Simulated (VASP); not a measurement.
Wanted: the native input for a VASP 6.6.1 run.

- Task: single point
- Functional: PBE
- Potentials or basis: VASP PAW PBE potentials, release 64 (K_sv)
- Cutoff: 520 eV
- k mesh: 10 × 10 × 10
- Occupations: gaussian, width 0.05 eV
- Spin: no spin polarisation
- Dipole correction: no
- Further INCAR settings: ALGO = Normal; EDIFF = 1e-07; NBANDS = 10

The structure of K lies in POSCAR:

```
K
1.0
   -2.6125000000      2.6125000000      2.6125000000
    2.6125000000     -2.6125000000      2.6125000000
    2.6125000000      2.6125000000     -2.6125000000
K
1
Direct
    0.0000000000      0.0000000000      0.0000000000
```

The input as run:

INCAR

```
  PREC = Accurate
  ENCUT = 520
  EDIFF = 1E-7
  ISMEAR = 0
  SIGMA = 0.05
  LREAL = False
  LASPH = True
  NELM = 60
  ALGO = Normal
  ISIF = 2
  LWAVE = False
  LCHARG = False
  GGA = PE
  NBANDS = 10
```

KPOINTS

```
regular mesh
0
Gamma
  10 10 10
```

Potentials or basis: VASP PAW PBE potentials, release 64 (K_sv).

Launch:

```console
$ cat potpaw_PBE.64/K_sv/POTCAR > POTCAR
$ mpirun -np 1 vasp_std > vasp.out
```

Results of the run:

```json
{
  "Pressure": "0.1 GPa"
}
```

Wall time 38 s on 1 thread of AMD EPYC 7R13 (shared host), peak memory 0.18 GiB.
